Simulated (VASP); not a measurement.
Wanted: the native input for a VASP 6.6.1 run.

- Task: relaxation of cell and atoms
- Functional: PBE
- Potentials or basis: VASP PAW PBE potentials, release 64 (Zn, S)
- Cutoff: 600 eV
- k mesh: 15 × 15 × 15
- Occupations: fermi-dirac, width 0.1 eV
- Spin: no spin polarisation
- Target pressure: 18 GPa
- Dipole correction: no
- Further INCAR settings: ALGO = Normal; EDIFF = 1e-06; IBRION = 2; EDIFFG = -0.005; NSW = 32; ISIF = 3

The structure of ZnS (rocksalt type) lies in POSCAR:

```
ZnS
1.0
    0.0000000000      2.4278464178      2.4278464178
    2.4278464178      0.0000000000      2.4278464178
    2.4278464178      2.4278464178      0.0000000000
Zn S
1 1
Direct
    0.0000000000      0.0000000000      0.0000000000
    0.5000000000      0.5000000000      0.5000000000
```

These files were run (other wordings do the same):

INCAR

```
SYSTEM = ZnS
ALGO     = Normal         ! electronic algorithm
EDIFF    = 1E-6           ! SCF threshold, eV
EDIFFG   = -0.005         ! ionic threshold
ENCUT    = 600            ! plane-wave cutoff, eV
GGA      = PE             ! functional
IBRION   = 2              ! ionic algorithm
ISIF     = 3              ! what is computed and relaxed
ISMEAR   = -1             ! smearing method
LASPH    = .True.         ! aspherical terms in the spheres
LCHARG   = .False.        ! write CHGCAR
LREAL    = .False.        ! projectors in reciprocal space
LWAVE    = .False.        ! write WAVECAR
NELM     = 60             ! most SCF steps
NSW      = 32             ! ionic steps
PREC     = Accurate       ! precision mode
PSTRESS  = 180.0        
SIGMA    = 0.1            ! smearing width, eV
```

KPOINTS

```
k-points
0
Gamma
  15 15 15
  0 0 0
```

Potentials or basis: VASP PAW PBE potentials, release 64 (Zn, S).

Run with:

```console
$ cat potpaw_PBE.64/Zn/POTCAR potpaw_PBE.64/S/POTCAR > POTCAR
$ mpirun -np 1 vasp_std > vasp.out
```

Results of the run:

The relaxed volume is 14.34 Å³/atom. The relaxed cell is a = 3.436 Å, b = 3.436 Å, c = 3.436 Å, α = 60.00°, β = 60.00°, γ = 60.00°, the space group after relaxing (to 0.05 Å) is Fm-3m (No. 225) and the energy change on relaxing (the enthalpy is what falls) is -2.9 meV/atom. The ionic steps are 3. The pressure after relaxing is 18.0 GPa and the band gap on the k mesh is zero (band 9 reaches 5.49 eV, above the bottom of band 10 at 5.21 eV).

Caveat: the cell is relaxed towards a set pressure, so the enthalpy falls and the energy may rise.

Wall time 69 s on 1 thread of Intel(R) Xeon(R) Platinum 8488C (Sapphire Rapids), with other jobs on the host, peak memory 0.2 GiB.
